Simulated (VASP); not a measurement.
The system is AlNi.

```
Ni Al
1.0
     2.34580   -1.42203    0.00000
     2.34580    1.42203    0.00000
    -1.38305    0.00000    3.95695
Ni Al
1 1
Direct
  0.50000 0.50000 0.50000
  0.00000 0.00000 0.00000
```

Base run:

| Quantity | Value |
| --- | --- |
| Program | VASP 6.6.1 |
| Functional | PBEsol |
| Potentials or basis | VASP PAW PBE potentials, release 64 (Ni, Al) |
| Cutoff | 520 eV |
| k mesh | 11 × 11 × 7 |
| Occupations | fermi-dirac, width 0.05 eV |
| Spin | collinear spin, ferromagnetic start |
| Starting moments | [1.0, 0.0] μB |

Its results: pressure -10.3 GPa; net moment 0.00 μB per cell.

Task: The run is repeated on the same cell with these changes: functional from PBEsol to PBE; further incar settings from ALGO = Fast; EDIFF = 1e-07; NBANDS = 18 to ALGO = Fast; EDIFF = 1e-06; NBANDS = 18. What comes out?

Result: Pressure -5.3 GPa; net moment 0.00 μB per cell.

Caveats: the cell stands under tension; the moments typed at the start vanished in this run; the PAW data sets were made with another functional, which shifts forces and pressure a little (at least some runs).
